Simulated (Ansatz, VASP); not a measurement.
One calculation of MoS2, two programs

Contents of INCAR:

```
PREC = Accurate
ENCUT = 520
EDIFF = 1E-7
ISMEAR = -1
SIGMA = 0.05
LREAL = False
LASPH = True
NELM = 60
ALGO = Normal
ISIF = 2
LWAVE = False
LCHARG = False
GGA = PS
NBANDS = 20
```

KPOINTS

```
regular mesh
0
Gamma
  10 10 10
```

The input POSCAR:

```
MoS2
1.0
    1.5748587398      0.9092451173      6.0739551840
   -1.5748587398      0.9092451173      6.0739551840
    0.0000000000     -1.8184902347      6.0739551840
Mo S
1 2
Direct
    0.0000000000      0.0000000000      0.0000000000
    0.2500000000      0.2500000000      0.2500000000
    0.7500000000      0.7500000000      0.7500000000
```

input.yaml

```yaml
crystal:
  lattice:
    - [1.5748587398, 0.9092451173, 6.073955184]
    - [-1.5748587398, 0.9092451173, 6.073955184]
    - [0.0, -1.8184902347, 6.073955184]
  atoms:
    - { symbol: Mo, position: [0.0, 0.0, 0.0] }
    - { symbol: S, position: [0.25, 0.25, 0.25] }
    - { symbol: S, position: [0.75, 0.75, 0.75] }
kpoints:
  mp_grid: { grid: [10, 10, 10] }
scf:
  occupations: { method: fermi_dirac, width: 0.05 }
hamiltonian:
  xc: pbesol
  pseudopotentials: { kind: all_electron, lapw: { basis_error: 0.001 } }
output:
  forces: true
  stress: true
  eigenvalues: true
```

Change from the starting cell: volume scaled by 0.98.

Alike in both runs: task single point; functional PBEsol; k mesh 10 × 10 × 10; occupations fermi-dirac, width 0.05 eV; no spin polarisation.

```csv
,VASP,Ansatz
version,VASP 6.6.1,Ansatz 0.2.0
potentials or method,"VASP PAW PBE potentials, release 64 (Mo_sv, S), cutoff 520 eV","all-electron LAPW, scalar-relativistic"
```

```csv
,VASP,Ansatz,Ansatz less VASP
gap on the k mesh at the Fermi level (eV),none,none,-
pressure (GPa),6.2,6.2,+0.02
"traceless stress, the component that is largest in VASP (GPa)",3.83,3.80,-0.034
rms of the force components (eV/Å),0.535,0.533,-0.0019
```

VASP's potentials were made for PBE, not for PBEsol. Atom by atom the forces differ by 0.002 eV/Å (rms over components). A gap of «none» marks a metal or a gap that the smearing closes. Ansatz ran all-electron here, and VASP with PAW potentials.
